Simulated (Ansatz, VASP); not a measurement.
**One calculation of MgO, two programs**

Contents of POSCAR:

```
MgO
1.0
    0.0000000000      2.1021674168      2.1940321330
    2.1021674168      0.0000000000      2.1940321330
    2.1021674168      2.1021674168      0.0000000000
Mg O
1 1
Direct
    0.0000000000      0.0000000000      0.0000000000
    0.5000000000      0.5000000000      0.5000000000
```

INCAR.step1

```
SYSTEM = MgO
PREC = Accurate
ENCUT = 750
ISMEAR = 0
SIGMA = 0.01
LREAL = .False.
LASPH = .True.
NELM = 120
NBANDS = 15
GGA = PE
ALGO = Normal
EDIFF = 1E-5
LWAVE = .True.
LCHARG = .False.
GGA_COMPAT = .False.
```

Contents of INCAR.step2:

```
SYSTEM = MgO
PREC = Accurate
ENCUT = 750
EDIFF = 1E-6
ISMEAR = 0
SIGMA = 0.01
LREAL = .False.
LASPH = .True.
NELM = 120
ALGO = Normal
ISIF = 2
LWAVE = .False.
LCHARG = .False.
METAGGA = R2SCAN
LMIXTAU = .True.
NBANDS = 15
ISTART = 1
GGA_COMPAT = .False.
```

File KPOINTS:

```
regular mesh
0
Gamma
  10 10 10
  0 0 0
```

Input for Ansatz:

```yaml
crystal:
  lattice:
    - [0.0, 2.1021674168, 2.194032133]
    - [2.1021674168, 0.0, 2.194032133]
    - [2.1021674168, 2.1021674168, 0.0]
  atoms:
    - { symbol: Mg, position: [0.0, 0.0, 0.0] }
    - { symbol: O, position: [0.5, 0.5, 0.5] }
kpoints:
  mp_grid: { grid: [10, 10, 10] }
  band_path:
    path:
      - [0.0, 0.0, 0.0]
      - [0.5, 0.0, 0.5]
      - [0.625, 0.25, 0.625]
      - [0.375, 0.375, 0.75]
      - [0.5, 0.5, 0.5]
      - [0.5, 0.25, 0.75]
    npoints: 1
hamiltonian:
  xc: r2scan
scf:
  occupations: { method: fixed }
  n_extra_bands: 4
output:
  forces: true
  stress: true
  eigenvalues: true
```

Change from the starting cell: uniaxial_z strain +4.4%.

Alike in both runs: task single point; functional r2SCAN; k mesh 10 × 10 × 10; no spin polarisation.

|  | VASP | Ansatz |
| --- | --- | --- |
| version | VASP 6.6.1 | Ansatz 0.2.0 |
| potentials or method | VASP PAW PBE potentials, release 64 (Mg_sv, O) | plane waves, PAW |
| plane-wave cutoff (eV) | 750 | 500 |
| occupations | gaussian, width 0.01 eV | fixed |
| valence electrons in the cell | 16 | 16 |

```csv
,VASP,Ansatz,Ansatz less VASP
gap on the k mesh at the Fermi level (eV),5.22,5.19,-0.023
pressure (GPa),-6.1,-6.0,+0.16
"traceless stress, the component that is largest in VASP (GPa)",-4.63,-4.41,+0.215
```

VASP's potentials were made for PBE, not for r2SCAN.
